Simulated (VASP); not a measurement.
Crystal: MnSe.

```
Mn Se
1.0
     0.00000    2.72000    2.72000
     2.72000    0.00000    2.72000
     2.72000    2.72000    0.00000
Mn Se
1 1
Cartesian
  0.0000 0.0000 0.0000
  2.7200 2.7200 2.7200
```

Base run:

* Program: VASP 6.6.1
* Functional: PBEsol
* Potentials or basis: VASP PAW PBE potentials, release 64 (Mn_pv, Se)
* Cutoff: 520 eV
* k mesh: 7 × 7 × 7
* Occupations: fermi-dirac, width 0.1 eV
* Spin: collinear spin, ferromagnetic start
* Starting moments: [2.8, 0.0] μB
* Hubbard terms: Mn d U = 6.0 eV

Its results: pressure 2.3 GPa; net moment 5.00 μB per cell; site moments Mn +4.66; Se +0.05 μB.

**Question.** The run is repeated on the same cell with these changes: hubbard terms from Mn d U = 6.0 eV to none. What comes out?

**Answer.** Pressure -5.4 GPa; net moment 4.66 μB per cell; site moments Mn +4.21; Se +0.09 μB.

Caveats: the PAW data sets were made with another functional, which shifts forces and pressure a little; a cell with one magnetic atom can't hold antiferromagnetic order, which such compounds often take.
